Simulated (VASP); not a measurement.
# Ga3Se (Pm-3m) in VASP: further runs

The runs below take Ga3Se through single point, with PBEsol.

Program: VASP 6.6.1. These are calculated values, not measurements. Logs are shortened: lines on timing, memory, paths and dates and some standing lists are left out, and cuts for length are marked.

### 1 The cell of the first run

It takes space group Pm-3m (No. 221, cubic). The conventional cell has a = 3.884 Å, b = 3.884 Å, c = 3.884 Å, α = 90.00°, β = 90.00°, γ = 90.00°. Se (site symmetry m-3m) has 12 Ga at 2.75 Å within 3.6 Å. Ga (site symmetry 4/mmm) has 4 Se at 2.75 Å and 8 Ga at 2.75 Å within 3.6 Å.

### 2 Single point, PBEsol

Input file INCAR:

```
PREC = Accurate
ENCUT = 520
EDIFF = 1E-6
ISMEAR = -1
SIGMA = 0.05
LREAL = False
LASPH = True
NELM = 80
ALGO = Normal
ISIF = 2
LWAVE = False
LCHARG = True
GGA = PS
LELF = True
LVHAR = True
NBANDS = 30
```

Input file KPOINTS:

```
Automatic mesh
0
Gamma
  6 6 6
```

Input file POSCAR:

```
Ga3Se
1.0
    3.8841630535      0.0000000000      0.0000000000
    0.0000000000      3.8841630535      0.0000000000
    0.0000000000      0.0000000000      3.8841630535
Se Ga
1 3
Direct
    0.0000000000      0.0000000000      0.0000000000
    0.5000000000      0.5000000000      0.0000000000
    0.5000000000      0.0000000000      0.5000000000
    0.0000000000      0.5000000000      0.5000000000
```

Potentials or basis: VASP PAW PBE potentials, release 64 (Se, Ga_d).

Run with:

```
> cat potpaw_PBE.64/Se/POTCAR potpaw_PBE.64/Ga_d/POTCAR > POTCAR
> mpirun -np 1 vasp_std > vasp.out
```

OUTCAR:

```text
PREC = Accurate
   ENCUT = 520
   EDIFF = 1E-6
   ISMEAR = -1
   LREAL = False
   LASPH = True
   NELM = 80
   ISIF = 2
   GGA = PS

 ion  position               nearest neighbor table
   1  0.000  0.000  0.000-   2 2.75   3 2.75   4 2.75   3 2.75   4 2.75   2 2.75   4 2.75   4 2.75
                             2 2.75   3 2.75   3 2.75   2 2.75
   2  0.500  0.500  0.000-   1 2.75   3 2.75   4 2.75   3 2.75   4 2.75   1 2.75   3 2.75   3 2.75
                             1 2.75   4 2.75   4 2.75   1 2.75
   3  0.500  0.000  0.500-   1 2.75   2 2.75   4 2.75   1 2.75   2 2.75   2 2.75   4 2.75   2 2.75
                             1 2.75   4 2.75   1 2.75   4 2.75
   4  0.000  0.500  0.500-   1 2.75   2 2.75   3 2.75   1 2.75   2 2.75   1 2.75   3 2.75   1 2.75
                             2 2.75   3 2.75   2 2.75   3 2.75

  LATTYP: Found a simple cubic cell.
 ALAT       =     3.8841630535

  Lattice vectors:

 A1 = (   3.8841630535,   0.0000000000,   0.0000000000)
 A2 = (   0.0000000000,   3.8841630535,   0.0000000000)
 A3 = (   0.0000000000,   0.0000000000,   3.8841630535)

Analysis of symmetry for initial positions (statically):
=====================================================================
 Subroutine PRICEL returns:
 Original cell was already a primitive cell.

 Routine SETGRP: Setting up the symmetry group for a
 simple cubic supercell.

 Subroutine GETGRP returns: Found 48 space group operations
 (whereof 48 operations were pure point group operations)
 out of a pool of 48 trial point group operations.

The static configuration has the point symmetry O_h .

Analysis of symmetry for dynamics (positions and initial velocities):
=====================================================================
 Subroutine PRICEL returns:
 Original cell was already a primitive cell.

 Routine SETGRP: Setting up the symmetry group for a
 simple cubic supercell.

 Subroutine GETGRP returns: Found 48 space group operations
 (whereof 48 operations were pure point group operations)
 out of a pool of 48 trial point group operations.

The dynamic configuration has the point symmetry O_h .

 Subroutine INISYM returns: Found 48 space group operations
 (whereof 48 operations are pure point group operations),
 and found     1 'primitive' translations

----------------------------------------------------------------------------------------

                                     Primitive cell

[... 88 lines left out ...]
   NELM   =     80;   NELMIN=  2; NELMDL= -5     # of ELM steps
   EDIFF  = 0.1E-05   stopping-criterion for ELM
   LREAL  =      F    real-space projection
   EDIFFG = 0.1E-04   stopping-criterion for IOM
   NSW    =      0    number of steps for IOM
   IBRION =     -1    ionic relax: 0-MD 1-quasi-New 2-CG
   NFREE  =      0    steps in history (QN), initial steepest desc. (CG)
   ISIF   =      2    stress and relaxation
   ISYM   =      2    0-nonsym 1-usesym 2-fastsym
   POTIM  = 0.5000    time-step for ionic-motion
   TEBEG  =    0.0;   TEEND  =   0.0 temperature during run
   PSTRESS=    0.0 pullay stress
   NELECT =      45.0000    total number of electrons
   NUPDOWN=      -1.0000    fix difference up-down
   EMIN   =  10.00;   EMAX   =-10.00  energy-range for DOS
   EFERMI =   0.00;   METHOD = LEGACY
   ISMEAR =    -1;   SIGMA  =   0.05  broadening in eV -4-tet -1-fermi 0-gaus
   EFERMI_NEDOS =   21; number of points for ismear=-14 and -15
   IALGO  =     38    algorithm
   IMIX   =      4    mixing-type and parameters
     AMIX     =   0.40;   BMIX     =  1.00
     AMIX_MAG =   1.60;   BMIX_MAG =  1.00
  volume/ion in A,a.u.               =      14.65        98.86
  Fermi-wavevector in a.u.,A,eV,Ry     =   1.499161  2.833003 30.578864  2.247483
  Thomas-Fermi vector in A             =   2.610826
   LORBIT       =      0    0 simple, 1 ext, 2 COOP (PROOUT), +10 PAW based schemes
   GGA     = PS    functional components
   LHFCALC =     F    Hartree Fock is set to
   AEXX    =    0.0000 exact exchange contribution
   IVDW    =     0    specifies the selected vdW correction
   LEPSILON=     F    determine dielectric tensor
   LRPA    =     F    only Hartree local field effects (RPA)
 non-spin polarized calculation
  energy-cutoff  :      520.00
  volume of cell :       58.60
 maximum number of plane-waves:      1596
 NGX is ok and might be reduce to    30
   NGX = 15   NGY = 15   NGZ = 15

 number of electron      44.9999967 magnetization

 Free energy of the ion-electron system (eV)
  ---------------------------------------------------
  ext. energy  EPLUGINS =         0.00000000
  ---------------------------------------------------
  free energy    TOTEN  =       -12.49592984 eV

  energy without entropy =      -12.48204680  energy(sigma->0) =      -12.48898832

 E-fermi :   8.7621     XC(G=0): -12.4127

 val. band max:        8.5353119121   @ k =   0.3333   0.3333   0.1667
 cond. band min:       8.7635393971   @ k =   0.3333   0.1667   0.0000
 fundamental gap:      0.2282274851
 Fermi energy:         8.7620510481

 k-point     1 :       0.0000    0.0000    0.0000
  band No.  band energies     occupation
      1      -7.9304      2.00000
      2      -6.7361      2.00000
      3      -6.7361      2.00000
      4      -6.7361      2.00000
      5      -6.6329      2.00000
      6      -6.6242      2.00000
[... 649 lines left out ...]
     29      20.5545      0.00000
     30      20.8050      0.00000

------------------------ aborting loop because EDIFF is reached ----------------------------------------

  FORCE on cell =-STRESS in cart. coord.  units (eV):
  Direction    XX          YY          ZZ          XY          YZ          ZX
  --------------------------------------------------------------------------------------
  -------------------------------------------------------------------------------------
  Total       11.1044258     11.1044258     11.1044258      0.0000000      0.0000000      0.0000000
  in kB      303.6087836    303.6087836    303.6087836      0.0000000      0.0000000      0.0000000
  external PRESSURE =     303.6087836 kB  Pullay stress =       0.0000000 kB

 VOLUME and BASIS-vectors are now :
 -----------------------------------------------------------------------------
  energy-cutoff  :      520.00
  volume of cell :       58.60
      direct lattice vectors                 reciprocal lattice vectors
     3.884163054  0.000000000  0.000000000     0.257455721  0.000000000  0.000000000
     0.000000000  3.884163054  0.000000000     0.000000000  0.257455721  0.000000000
     0.000000000  0.000000000  3.884163054     0.000000000  0.000000000  0.257455721

 POSITION                                       TOTAL-FORCE (eV/Angst)
 -----------------------------------------------------------------------------------
      0.00000      0.00000      0.00000         0.000000      0.000000      0.000000
      1.94208      1.94208      0.00000         0.000000      0.000000      0.000000
      1.94208      0.00000      1.94208         0.000000      0.000000      0.000000
      0.00000      1.94208      1.94208         0.000000      0.000000      0.000000
 -----------------------------------------------------------------------------------
    total drift:                                0.000000      0.000000     -0.000000

  FREE ENERGIE OF THE ION-ELECTRON SYSTEM (eV)
  ---------------------------------------------------
  free  energy   TOTEN  =       -12.4959298436 eV

  energy  without entropy=      -12.4820467955  energy(sigma->0) =      -12.48898832
```

It took 53 s on 1 thread of Intel Xeon 8259CL, shared host; peak memory 0.18 GiB.

What came out:

| Quantity | Value |
| --- | --- |
| Free energy | -12.4959 eV |
| Pressure | 30.4 GPa |
| Band gap on the k mesh | zero (an odd number of electrons rules out a gap without spin polarisation) |

Caveat: the cell stands under pressure; the PAW data sets were made with another functional, which shifts forces and pressure a little.

### 3 Single point, PBEsol

This run uses another cell than the first one, of 15.71 Å³/atom.

Input file INCAR:

```
SYSTEM = Ga3Se
ALGO = Normal
EDIFF = 1E-7
ENCUT = 520
GGA = PS
ISIF = 2
ISMEAR = -1
LASPH = .True.
LCHARG = .True.
LELF = .True.
LREAL = .False.
LVHAR = .True.
LWAVE = .False.
NBANDS = 30
NELM = 80
PREC = Accurate
SIGMA = 0.05
```

Input file KPOINTS:

```
k-points
0
Gamma
  6 6 6
  0 0 0
```

Input file POSCAR:

```
Ga3Se
1.0
    3.9757412848      0.0000000000      0.0000000000
    0.0000000000      3.9757412848      0.0000000000
    0.0000000000      0.0000000000      3.9757412848
Se Ga
1 3
Direct
    0.0000000000      0.0000000000      0.0000000000
    0.5000000000      0.5000000000      0.0000000000
    0.5000000000      0.0000000000      0.5000000000
    0.0000000000      0.5000000000      0.5000000000
```

Potentials or basis: VASP PAW PBE potentials, release 64 (Se, Ga_d).

Run with:

```
> cat potpaw_PBE.64/Se/POTCAR potpaw_PBE.64/Ga_d/POTCAR > POTCAR
> mpirun -np 1 vasp_std > vasp.out
```

OUTCAR:

```text
SYSTEM = Ga3Se
   EDIFF = 1E-7
   ENCUT = 520
   GGA = PS
   ISIF = 2
   ISMEAR = -1
   LASPH = .True.
   LREAL = .False.
   NELM = 80
   PREC = Accurate

 ion  position               nearest neighbor table
   1  0.000  0.000  0.000-   2 2.81   3 2.81   4 2.81   3 2.81   4 2.81   2 2.81   4 2.81   4 2.81
                             2 2.81   3 2.81   3 2.81   2 2.81
   2  0.500  0.500  0.000-   1 2.81   3 2.81   4 2.81   3 2.81   4 2.81   1 2.81   3 2.81   3 2.81
                             1 2.81   4 2.81   4 2.81   1 2.81
   3  0.500  0.000  0.500-   1 2.81   2 2.81   4 2.81   1 2.81   2 2.81   2 2.81   4 2.81   2 2.81
                             1 2.81   4 2.81   1 2.81   4 2.81
   4  0.000  0.500  0.500-   1 2.81   2 2.81   3 2.81   1 2.81   2 2.81   1 2.81   3 2.81   1 2.81
                             2 2.81   3 2.81   2 2.81   3 2.81

  LATTYP: Found a simple cubic cell.
 ALAT       =     3.9757412848

  Lattice vectors:

 A1 = (   3.9757412848,   0.0000000000,   0.0000000000)
 A2 = (   0.0000000000,   3.9757412848,   0.0000000000)
 A3 = (   0.0000000000,   0.0000000000,   3.9757412848)

Analysis of symmetry for initial positions (statically):
[... 172 lines left out ...]
 E-fermi :   7.9263     XC(G=0): -12.0373

 val. band max:        7.8818202980   @ k =   0.5000   0.5000   0.0000
 cond. band min:       7.9674611150   @ k =   0.3333   0.3333   0.0000
 fundamental gap:      0.0856408170
 Fermi energy:         7.9262639173

 k-point     1 :       0.0000    0.0000    0.0000
  band No.  band energies     occupation
      1      -8.2031      2.00000
      2      -7.4502      2.00000
      3      -7.4502      2.00000
      4      -7.4502      2.00000
      5      -7.3503      2.00000
      6      -7.3503      2.00000
[... 649 lines left out ...]
     29      19.0608      0.00000
     30      19.2379      0.00000

------------------------ aborting loop because EDIFF is reached ----------------------------------------

  FORCE on cell =-STRESS in cart. coord.  units (eV):
  Direction    XX          YY          ZZ          XY          YZ          ZX
  --------------------------------------------------------------------------------------
  -------------------------------------------------------------------------------------
  Total        7.9096157      7.9096157      7.9096157      0.0000000      0.0000000      0.0000000
  in kB      201.6562184    201.6562184    201.6562184      0.0000000      0.0000000      0.0000000
  external PRESSURE =     201.6562184 kB  Pullay stress =       0.0000000 kB

 VOLUME and BASIS-vectors are now :
 -----------------------------------------------------------------------------
  energy-cutoff  :      520.00
  volume of cell :       62.84
      direct lattice vectors                 reciprocal lattice vectors
     3.975741285  0.000000000  0.000000000     0.251525421  0.000000000  0.000000000
     0.000000000  3.975741285  0.000000000     0.000000000  0.251525421  0.000000000
     0.000000000  0.000000000  3.975741285     0.000000000  0.000000000  0.251525421

 POSITION                                       TOTAL-FORCE (eV/Angst)
 -----------------------------------------------------------------------------------
      0.00000      0.00000      0.00000         0.000000      0.000000      0.000000
      1.98787      1.98787      0.00000         0.000000      0.000000      0.000000
      1.98787      0.00000      1.98787         0.000000      0.000000      0.000000
      0.00000      1.98787      1.98787         0.000000      0.000000      0.000000
 -----------------------------------------------------------------------------------
    total drift:                                0.000000      0.000000     -0.000000

  FREE ENERGIE OF THE ION-ELECTRON SYSTEM (eV)
  ---------------------------------------------------
  free  energy   TOTEN  =       -13.1531935008 eV

  energy  without entropy=      -13.1357705896  energy(sigma->0) =      -13.14448205
```

stdout:

```text
POSCAR found type information on POSCAR SeGa
 POSCAR found :  2 types and       4 ions
 scaLAPACK will be used
 -----------------------------------------------------------------------------
|                                                                             |
|                                                                             |
|     You enforced a specific xc type in the INCAR file but a different       |
|     I HOPE YOU KNOW WHAT YOU ARE DOING!                                     |
|                                                                             |
 -----------------------------------------------------------------------------

 LDA part: xc-table for (Slater+PW92), standard interpolation
 POSCAR, INCAR and KPOINTS ok, starting setup
 FFT: planning ... GRIDC
 FFT: planning ... GRID_SOFT
 FFT: planning ... GRID
 WAVECAR not read
 entering main loop
```

Run time: 75 s. Hardware: 1 thread of Intel Xeon 8259CL, shared host; peak memory 0.18 GiB.

What came out:

| Quantity | Value |
| --- | --- |
| Free energy | -13.1532 eV |
| Pressure | 20.2 GPa |
| Band gap on the k mesh | zero (an odd number of electrons rules out a gap without spin polarisation) |

Caveat: the cell stands under pressure; the PAW data sets were made with another functional, which shifts forces and pressure a little.

### 4 Single point, PBEsol

This run uses another cell than the first one, of 17.28 Å³/atom.

Input file INCAR:

```
SYSTEM = Ga3Se
PREC = Accurate
ENCUT = 520
EDIFF = 1E-6
ISMEAR = -1
SIGMA = 0.05
LREAL = .False.
LASPH = .True.
NELM = 80
ALGO = Normal
ISIF = 2
LWAVE = .False.
LCHARG = .False.
GGA = PS
NBANDS = 30
```

Input file KPOINTS:

```
Automatic mesh
0
Gamma
  6 6 6
  0 0 0
```

Input file POSCAR:

```
Ga3Se
1.0
    4.1038409316      0.0000000000      0.0000000000
    0.0000000000      4.1038409316      0.0000000000
    0.0000000000      0.0000000000      4.1038409316
Se Ga
1 3
Direct
    0.0000000000      0.0000000000      0.0000000000
    0.5000000000      0.5000000000      0.0000000000
    0.5000000000      0.0000000000      0.5000000000
    0.0000000000      0.5000000000      0.5000000000
```

Potentials or basis: VASP PAW PBE potentials, release 64 (Se, Ga_d).

Run with:

```
> cat potpaw_PBE.64/Se/POTCAR potpaw_PBE.64/Ga_d/POTCAR > POTCAR
> mpirun -np 1 vasp_std > vasp.out
```

OUTCAR:

```text
SYSTEM = Ga3Se
   PREC = Accurate
   ENCUT = 520
   EDIFF = 1E-6
   ISMEAR = -1
   LREAL = .False.
   LASPH = .True.
   NELM = 80
   ISIF = 2
   GGA = PS

 ion  position               nearest neighbor table
   1  0.000  0.000  0.000-
   2  0.500  0.500  0.000-   3 2.90   4 2.90   3 2.90   4 2.90   3 2.90   3 2.90   4 2.90   4 2.90

   3  0.500  0.000  0.500-   2 2.90   4 2.90   2 2.90   2 2.90   4 2.90   2 2.90   4 2.90   4 2.90

[... 854 lines left out ...]
  Direction    XX          YY          ZZ          XY          YZ          ZX
  --------------------------------------------------------------------------------------
  -------------------------------------------------------------------------------------
  Total        4.4027415      4.4027415      4.4027415     -0.0000000      0.0000000     -0.0000000
  in kB      102.0615632    102.0615632    102.0615632     -0.0000000      0.0000000     -0.0000000
  external PRESSURE =     102.0615632 kB  Pullay stress =       0.0000000 kB

 VOLUME and BASIS-vectors are now :
 -----------------------------------------------------------------------------
  energy-cutoff  :      520.00
  volume of cell :       69.11
      direct lattice vectors                 reciprocal lattice vectors
     4.103840932  0.000000000  0.000000000     0.243674162  0.000000000  0.000000000
     0.000000000  4.103840932  0.000000000     0.000000000  0.243674162  0.000000000
     0.000000000  0.000000000  4.103840932     0.000000000  0.000000000  0.243674162

 POSITION                                       TOTAL-FORCE (eV/Angst)
 -----------------------------------------------------------------------------------
      0.00000      0.00000      0.00000         0.000000      0.000000      0.000000
      2.05192      2.05192      0.00000         0.000000      0.000000      0.000000
      2.05192      0.00000      2.05192         0.000000      0.000000      0.000000
      0.00000      2.05192      2.05192         0.000000      0.000000      0.000000
 -----------------------------------------------------------------------------------
    total drift:                                0.000000     -0.000000     -0.000000

  FREE ENERGIE OF THE ION-ELECTRON SYSTEM (eV)
  ---------------------------------------------------
  free  energy   TOTEN  =       -13.7340476983 eV

  energy  without entropy=      -13.7192964362  energy(sigma->0) =      -13.72667207
```

OSZICAR:

```text
N       E                     dE             d eps       ncg     rms          rms(c)
DAV:   1     0.313762165187E+03    0.31376E+03   -0.21560E+04  1258   0.265E+03
DAV:   2     0.252245764479E+02   -0.28854E+03   -0.27885E+03  1230   0.530E+02
DAV:   3    -0.124372027868E+02   -0.37662E+02   -0.36581E+02  1382   0.141E+02
DAV:   4    -0.138326414008E+02   -0.13954E+01   -0.13812E+01  1402   0.282E+01
DAV:   5    -0.138589630611E+02   -0.26322E-01   -0.26303E-01  1410   0.403E+00    0.472E+00
DAV:   6    -0.137585148523E+02    0.10045E+00   -0.20050E-01  1626   0.779E+00    0.278E+00
DAV:   7    -0.137350660044E+02    0.23449E-01   -0.52127E-02  1566   0.260E+00    0.561E-01
DAV:   8    -0.137340300150E+02    0.10360E-02   -0.10249E-02  1448   0.123E+00    0.751E-02
DAV:   9    -0.137340522167E+02   -0.22202E-04   -0.10173E-03  1528   0.266E-01    0.765E-02
DAV:  10    -0.137340463006E+02    0.59161E-05   -0.10485E-04  1498   0.115E-01    0.253E-02
DAV:  11    -0.137340476844E+02   -0.13837E-05   -0.16295E-05  1752   0.299E-02    0.259E-03
DAV:  12    -0.137340476983E+02   -0.13943E-07   -0.19986E-06  1174   0.138E-02
   1 F= -.13734048E+02 E0= -.13726672E+02  d E =-.147513E-01
```

stdout:

```text
POSCAR found type information on POSCAR SeGa
 POSCAR found :  2 types and       4 ions
 scaLAPACK will be used
 -----------------------------------------------------------------------------
|                                                                             |
|                                                                             |
|     You enforced a specific xc type in the INCAR file but a different       |
|     I HOPE YOU KNOW WHAT YOU ARE DOING!                                     |
|                                                                             |
 -----------------------------------------------------------------------------

 LDA part: xc-table for (Slater+PW92), standard interpolation
 POSCAR, INCAR and KPOINTS ok, starting setup
 FFT: planning ... GRIDC
 FFT: planning ... GRID_SOFT
 FFT: planning ... GRID
 WAVECAR not read
 entering main loop
```

Run time: 52 s. Hardware: 1 thread of Intel Xeon 8259CL, shared host; peak memory 0.19 GiB.

Results:

```
Free energy            : -13.7340 eV
Pressure               : 10.2 GPa
Band gap on the k mesh : zero (an odd number of electrons rules out a gap without spin polarisation)
```

Caveat: the cell stands under pressure; the PAW data sets were made with another functional, which shifts forces and pressure a little.

### 5 The runs side by side

| cell | gap on the mesh (eV) | pressure (GPa) |
| --- | --- | --- |
| a = 3.884 Å, 4 atoms | none | 30.4 |
| a = 3.976 Å, 4 atoms | none | 20.2 |
| a = 4.104 Å, 4 atoms | none | 10.2 |

Alike in all rows: task single point; level PBEsol; potentials or basis VASP PAW PBE potentials, release 64 (Se, Ga_d); no spin polarisation; k mesh 6 × 6 × 6; cutoff (eV) 520; smearing fermi-dirac 0.05 eV.

Caveats: the cell stands under pressure; the PAW data sets were made with another functional, which shifts forces and pressure a little.

Absolute energies hang on the potentials; compare differences alone.
